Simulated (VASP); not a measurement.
NiO:

```
Ni O
1.0
     0.00000    2.08590    2.08590
     2.08590    0.00000    2.08590
     2.08590    2.08590    0.00000
Ni O
1 1
Direct
  0.00000 0.00000 0.00000
  0.50000 0.50000 0.50000
```

Base run:

* Program: VASP 6.6.1
* Functional: BLYP
* Dispersion: D3(BJ)
* Potentials or basis: VASP PAW PBE potentials, release 64 (Ni_sv_GW, O)
* Cutoff: 700 eV
* k mesh: 11 × 11 × 11
* Occupations: fermi-dirac, width 0.05 eV
* Spin: collinear spin, ferromagnetic start
* Starting moments: [1.0, 0.0] μB

Its results: pressure 6.5 GPa; net moment 1.67 μB per cell; site moments Ni +1.38; O +0.25 μB.

**Question.** The run is repeated on the same cell with these changes: dispersion from D3(BJ) to D4. What comes out?

**Answer.** Pressure 4.4 GPa; net moment 1.67 μB per cell; site moments Ni +1.38; O +0.25 μB.

Caveats: the cell stands under pressure; the PAW data sets were made with another functional, which shifts forces and pressure a little; a cell with one magnetic atom can't hold antiferromagnetic order, which such compounds often take.
